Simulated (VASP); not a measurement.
# S (R-3) in VASP: a series of runs, part 2 of 2

VASP 6.6.1.

### 4 Single point, PBEsol+D3(BJ)

Input file INCAR:

```
PREC = Accurate
ENCUT = 520
EDIFF = 1E-6
ISMEAR = 0
SIGMA = 0.01
LREAL = F
LASPH = T
NELM = 60
ALGO = Normal
ISIF = 2
LWAVE = F
LCHARG = F
GGA = PS
IVDW = 12
NBANDS = 27
```

Input file KPOINTS:

```
Automatic mesh
0
Gamma
  5 5 5
```

Input file POSCAR:

```
S
1.0
    5.4090000000      3.1228880000      1.4266670000
   -5.4090000000      3.1228880000      1.4266670000
    0.0000000000     -6.2457750000      1.4266670000
S
6
Direct
    0.2509000000      0.1483000000      0.9173000000
    0.9173000000      0.2509000000      0.1483000000
    0.1483000000      0.9173000000      0.2509000000
    0.7491000000      0.8517000000      0.0827000000
    0.0827000000      0.7491000000      0.8517000000
    0.8517000000      0.0827000000      0.7491000000
```

Potentials or basis: VASP PAW PBE potentials, release 64 (S).

Command:

```console
$ cat potpaw_PBE.64/S/POTCAR > POTCAR
$ mpirun -np 1 vasp_std > vasp.out
```

OUTCAR:

```text
PREC = Accurate
   ENCUT = 520
   EDIFF = 1E-6
   ISMEAR = 0
   LREAL = F
   LASPH = T
   NELM = 60
   ISIF = 2
   GGA = PS
   IVDW = 12
 IVDW          = 12

 ion  position               nearest neighbor table
   1  0.251  0.148  0.917-   6 2.06   5 2.06
   2  0.917  0.251  0.148-   6 2.06   4 2.06
   3  0.148  0.917  0.251-   5 2.06   4 2.06
   4  0.749  0.852  0.083-   3 2.06   2 2.06
   5  0.083  0.749  0.852-   3 2.06   1 2.06
   6  0.852  0.083  0.749-   2 2.06   1 2.06

  LATTYP: Found a trigonal (rhomboedric) cell.
 ALAT       =     6.4066441441
 COS(alpha) =    -0.4256166366

  Lattice vectors:

 A1 = (   5.4090000000,   3.1228880000,   1.4266670000)
 A2 = (  -5.4090000000,   3.1228880000,   1.4266670000)
 A3 = (   0.0000000000,  -6.2457750000,   1.4266670000)

Analysis of symmetry for initial positions (statically):
=====================================================================
 Subroutine PRICEL returns:
 Original cell was already a primitive cell.

 Routine SETGRP: Setting up the symmetry group for a
 trigonal (rhombohedral) supercell.

 Subroutine GETGRP returns: Found  6 space group operations
 (whereof  6 operations were pure point group operations)
 out of a pool of 12 trial point group operations.

The static configuration has the point symmetry S_6 .

Analysis of symmetry for dynamics (positions and initial velocities):
=====================================================================
 Subroutine PRICEL returns:
 Original cell was already a primitive cell.

 Routine SETGRP: Setting up the symmetry group for a
 trigonal (rhombohedral) supercell.

 Subroutine GETGRP returns: Found  6 space group operations
 (whereof  6 operations were pure point group operations)
 out of a pool of 12 trial point group operations.

[... 124 lines left out ...]
   IMIX   =      4    mixing-type and parameters
     AMIX     =   0.40;   BMIX     =  1.00
     AMIX_MAG =   1.60;   BMIX_MAG =  1.00
  volume/ion in A,a.u.               =      24.10       162.63
  Fermi-wavevector in a.u.,A,eV,Ry     =   1.029896  1.946221 14.431499  1.060685
  Thomas-Fermi vector in A             =   2.163966
   LORBIT       =      0    0 simple, 1 ext, 2 COOP (PROOUT), +10 PAW based schemes
   GGA     = PS    functional components
   LHFCALC =     F    Hartree Fock is set to
   AEXX    =    0.0000 exact exchange contribution
   IVDW    =    12    specifies the selected vdW correction
   LEPSILON=     F    determine dielectric tensor
   LRPA    =     F    only Hartree local field effects (RPA)
 non-spin polarized calculation
 Gauss-broadening in eV      SIGMA  =   0.01
  energy-cutoff  :      520.00
  volume of cell :      144.59
 maximum number of plane-waves:      3917
   NGX = 23   NGY = 23   NGZ = 23

 number of electron      35.9999995 magnetization

 Free energy of the ion-electron system (eV)
  ---------------------------------------------------
  ext. energy  EPLUGINS =         0.00000000
  ---------------------------------------------------
  free energy    TOTEN  =       -26.06813038 eV

  energy without entropy =      -26.06813038  energy(sigma->0) =      -26.06813038

 E-fermi :   2.6263     XC(G=0):  -8.7634

 val. band max:        2.5370267671   @ k =  -0.4000   0.4000   0.4000
 cond. band min:       4.7088405790   @ k =  -0.2000   0.2000   0.2000
 fundamental gap:      2.1718138119
 Fermi energy:         2.6263321751

 k-point     1 :       0.0000    0.0000    0.0000
  band No.  band energies     occupation
      1     -14.2491      2.00000
      2     -12.2685      2.00000
      3     -12.2685      2.00000
      4      -8.9974      2.00000
      5      -8.9974      2.00000
      6      -6.0809      2.00000
[... 679 lines left out ...]
     26      10.2813      0.00000
     27      10.3849      0.00000

------------------------ aborting loop because EDIFF is reached ----------------------------------------

 Edisp (eV)   -1.17594

 E8    (eV) :    -0.6754

  FORCE on cell =-STRESS in cart. coord.  units (eV):
  Direction    XX          YY          ZZ          XY          YZ          ZX
  --------------------------------------------------------------------------------------
  -------------------------------------------------------------------------------------
  Total      -0.74709    -0.74709    -1.28182     0.00000    -0.00000    -0.00000
  in kB      -8.27821    -8.27821   -14.20328     0.00000    -0.00000    -0.00000
  external pressure =      -10.25 kB  Pullay stress =        0.00 kB

 VOLUME and BASIS-vectors are now :
 -----------------------------------------------------------------------------
  energy-cutoff  :      520.00
  volume of cell :      144.59
      direct lattice vectors                 reciprocal lattice vectors
     5.409000000  3.122888000  1.426667000     0.092438528  0.053369408  0.233644793
    -5.409000000  3.122888000  1.426667000    -0.092438528  0.053369408  0.233644793
     0.000000000 -6.245775000  1.426667000     0.000000000 -0.106738816  0.233644830

 POSITION                                       TOTAL-FORCE (eV/Angst)
 -----------------------------------------------------------------------------------
      0.55496     -4.48259      1.87821         0.075619      0.205103      0.009808
      3.60456      2.72191      1.87821        -0.215434     -0.037064      0.009808
     -4.15952      1.76068      1.87821         0.139815     -0.168039      0.009808
     -0.55496      4.48259      2.40179        -0.075619     -0.205103     -0.009808
     -3.60456     -2.72191      2.40179         0.215434      0.037064     -0.009808
      4.15952     -1.76068      2.40179        -0.139815      0.168039     -0.009808
 -----------------------------------------------------------------------------------
    total drift:                               -0.000000      0.000000      0.000000

  FREE ENERGIE OF THE ION-ELECTRON SYSTEM (eV)
  ---------------------------------------------------
  free  energy   TOTEN  =       -27.2440713831 eV

  energy  without entropy=      -27.2440713831  energy(sigma->0) =      -27.24407138
```

Wall time 68 s (1 thread of Intel Xeon Platinum 8488C (Sapphire Rapids), shared host); peak memory 0.32 GiB.

Results:

```yaml
Free_energy: -27.2441 eV
Pressure: -1.0 GPa
Largest_force: 0.219 eV/Å
Band_gap_on_the_k_mesh: 2.17 eV (least direct gap 2.24 eV)
Dispersion_energy_per_atom: -0.196 eV
```

Forces on the atoms (eV/Å):
```
S    0.076  0.205  0.010
S   -0.215 -0.037  0.010
S    0.140 -0.168  0.010
S   -0.076 -0.205 -0.010
S    0.215  0.037 -0.010
S   -0.140  0.168 -0.010
```

Caveat: the PAW data sets were made with another functional, which shifts forces and pressure a little; an odd mesh through Γ misses points on the zone boundary, where band edges can lie.

### 5 Single point, PBEsol+D3(BJ)

Input file INCAR:

```
SYSTEM = S
  PREC = Accurate
  ENCUT = 520
  EDIFF = 1E-7
  ISMEAR = 0
  SIGMA = 0.01
  LREAL = .FALSE.
  LASPH = .TRUE.
  NELM = 80
  ALGO = Normal
  ISIF = 2
  LWAVE = .FALSE.
  LCHARG = .FALSE.
  GGA = PS
  IVDW = 12
  NBANDS = 27
```

Input file KPOINTS:

```
Automatic mesh
0
G
  6 6 6
  0 0 0
```

POSCAR is that of step 4.

Potentials or basis: VASP PAW PBE potentials, release 64 (S).

Command:

```console
$ cat potpaw_PBE.64/S/POTCAR > POTCAR
$ mpirun -np 1 vasp_std > vasp.out
```

OUTCAR:

```text
SYSTEM = S
   PREC = Accurate
   ENCUT = 520
   EDIFF = 1E-7
   ISMEAR = 0
   LREAL = .FALSE.
   LASPH = .TRUE.
   NELM = 80
   ISIF = 2
   GGA = PS
   IVDW = 12
 IVDW          = 12

 ion  position               nearest neighbor table
   1  0.251  0.148  0.917-   6 2.06   5 2.06
   2  0.917  0.251  0.148-   6 2.06   4 2.06
   3  0.148  0.917  0.251-   5 2.06   4 2.06
   4  0.749  0.852  0.083-   3 2.06   2 2.06
   5  0.083  0.749  0.852-   3 2.06   1 2.06
[... 932 lines left out ...]
  -------------------------------------------------------------------------------------
  Total      -0.74635    -0.74635    -1.28011     0.00000    -0.00000    -0.00000
  in kB      -8.26999    -8.26999   -14.18444     0.00000    -0.00000    -0.00000
  external pressure =      -10.24 kB  Pullay stress =        0.00 kB

 VOLUME and BASIS-vectors are now :
 -----------------------------------------------------------------------------
  energy-cutoff  :      520.00
  volume of cell :      144.59
      direct lattice vectors                 reciprocal lattice vectors
     5.409000000  3.122888000  1.426667000     0.092438528  0.053369408  0.233644793
    -5.409000000  3.122888000  1.426667000    -0.092438528  0.053369408  0.233644793
     0.000000000 -6.245775000  1.426667000     0.000000000 -0.106738816  0.233644830

 POSITION                                       TOTAL-FORCE (eV/Angst)
 -----------------------------------------------------------------------------------
      0.55496     -4.48259      1.87821         0.075614      0.205184      0.009749
      3.60456      2.72191      1.87821        -0.215502     -0.037108      0.009749
     -4.15952      1.76068      1.87821         0.139887     -0.168076      0.009749
     -0.55496      4.48259      2.40179        -0.075614     -0.205184     -0.009749
     -3.60456     -2.72191      2.40179         0.215502      0.037108     -0.009749
      4.15952     -1.76068      2.40179        -0.139887      0.168076     -0.009749
 -----------------------------------------------------------------------------------
    total drift:                               -0.000000      0.000000      0.000000

  FREE ENERGIE OF THE ION-ELECTRON SYSTEM (eV)
  ---------------------------------------------------
  free  energy   TOTEN  =       -27.2440203770 eV

  energy  without entropy=      -27.2440203770  energy(sigma->0) =      -27.24402038
```

stdout:

```text
POSCAR found type information on POSCAR S
 POSCAR found :  1 types and       6 ions
 scaLAPACK will be used
 -----------------------------------------------------------------------------
|                                                                             |
|                                                                             |
|     You enforced a specific xc type in the INCAR file but a different       |
|     I HOPE YOU KNOW WHAT YOU ARE DOING!                                     |
|                                                                             |
 -----------------------------------------------------------------------------

 LDA part: xc-table for (Slater+PW92), standard interpolation
 POSCAR, INCAR and KPOINTS ok, starting setup
 FFT: planning ... GRIDC
 FFT: planning ... GRID_SOFT
 FFT: planning ... GRID
 WAVECAR not read
 entering main loop
```

Run time: 2 min. Hardware: 1 thread of Intel Xeon Platinum 8488C (Sapphire Rapids), shared host; peak memory 0.35 GiB.

Results:

```
Free energy                : -27.2440 eV
Pressure                   : -1.0 GPa
Largest force              : 0.219 eV/Å
Band gap on the k mesh     : 2.07 eV (least direct gap 2.16 eV)
Dispersion energy per atom : -0.196 eV
```

Forces on the atoms (eV/Å):
```
S    0.076  0.205  0.010
S   -0.216 -0.037  0.010
S    0.140 -0.168  0.010
S   -0.076 -0.205 -0.010
S    0.216  0.037 -0.010
S   -0.140  0.168 -0.010
```

Levels at points of the mesh, in eV from the valence-band top:
| k point | band 14 | band 15 | band 16 | band 17 | band 18 | band 19 | band 20 | band 21 | band 22 | band 23 |
| --- | --- | --- | --- | --- | --- | --- | --- | --- | --- | --- |
| (0.00, 0.00, 0.00) | -1.29 | -0.92 | -0.92 | -0.87 | -0.87 | 2.35 | 2.35 | 3.31 | 3.31 | 3.76 |
| (0.50, 0.00, 0.00) | -1.59 | -1.21 | -1.03 | -0.76 | -0.17 | 2.48 | 2.80 | 2.98 | 3.71 | 4.01 |
| (0.50, 0.50, 0.00) | -1.48 | -1.34 | -1.15 | -1.07 | -0.66 | 2.22 | 2.80 | 3.22 | 3.29 | 3.94 |
| (0.50, 0.50, 0.50) | -1.71 | -1.71 | -1.13 | -1.13 | 0.00 | 2.16 | 2.16 | 2.80 | 3.95 | 4.79 |

Caveat: the PAW data sets were made with another functional, which shifts forces and pressure a little. As with any semilocal functional, this PBEsol gap is likely too small.

### 6 The runs side by side

| k mesh | gap on the mesh (eV) | pressure (GPa) | largest force (eV/Å) |
| --- | --- | --- | --- |
| 2 × 2 × 2 | 2.16 | -1.2 | 0.20 |
| 3 × 3 × 3 | 2.38 | -1.0 | 0.22 |
| 5 × 5 × 5 | 2.17 | -1.0 | 0.22 |
| 6 × 6 × 6 | 2.07 | -1.0 | 0.22 |

Alike in all rows: task single point; level PBEsol+D3(BJ); potentials or basis VASP PAW PBE potentials, release 64 (S); no spin polarisation; cell as given; cutoff (eV) 520; smearing gaussian 0.01 eV.

Caveats: some runs use coarse meshes; the PAW data sets were made with another functional, which shifts forces and pressure a little; an odd mesh through Γ misses points on the zone boundary, where band edges can lie (at least some runs).

Total energies depend on the potentials used, so only differences within one code and one set of settings carry meaning.
